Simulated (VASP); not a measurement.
Set up this calculation in VASP 6.6.1, as the native input.

* Task: single point
* Functional: PBE
* Potentials or basis: VASP PAW PBE potentials, release 64 (Ir)
* Cutoff: 520 eV
* k mesh: 14 × 14 × 14
* Occupations: fermi-dirac, width 0.05 eV
* Spin: collinear spin, ferromagnetic start
* Starting moments: [1.0] μB
* Dipole correction: no
* Further INCAR settings: ALGO = Normal; EDIFF = 1e-06; NBANDS = 14

The structure of Ir lies in POSCAR:

```
Ir
1.0
   -1.5562007129      1.5562007129      1.5562007129
    1.5562007129     -1.5562007129      1.5562007129
    1.5562007129      1.5562007129     -1.5562007129
Ir
1
Direct
    0.0000000000      0.0000000000      0.0000000000
```

These files were run (other wordings do the same):

INCAR

```
SYSTEM = Ir
PREC = Accurate ; ENCUT = 520
EDIFF = 1E-6 ; ISMEAR = -1
SIGMA = 0.05 ; LREAL = .False.
LASPH = .True. ; NELM = 150
ALGO = Normal ; ISIF = 2
LWAVE = .False. ; LCHARG = .True.
ISPIN = 2 ; MAGMOM = 1
LORBIT = 11 ; LMAXMIX = 4
GGA = PE ; LELF = .True.
LVHAR = .True. ; NBANDS = 14
```

KPOINTS

```
regular mesh
0
Gamma
  14 14 14
  0 0 0
```

Potentials or basis: VASP PAW PBE potentials, release 64 (Ir).

Run with:

```console
$ cat potpaw_PBE.64/Ir/POTCAR > POTCAR
$ mpirun -np 1 vasp_std > vasp.out
```

Results of the run:

- Pressure: 0.4 GPa
- Net moment: 0.46 μB per cell
- Site moments: Ir +0.46 μB
- Valence electrons inside the program's atomic spheres: Ir 8.22

Wall time 19 s on 1 thread of Intel(R) Xeon(R) 6975P-C (Granite Rapids), with other jobs on the host, peak memory 0.15 GiB.
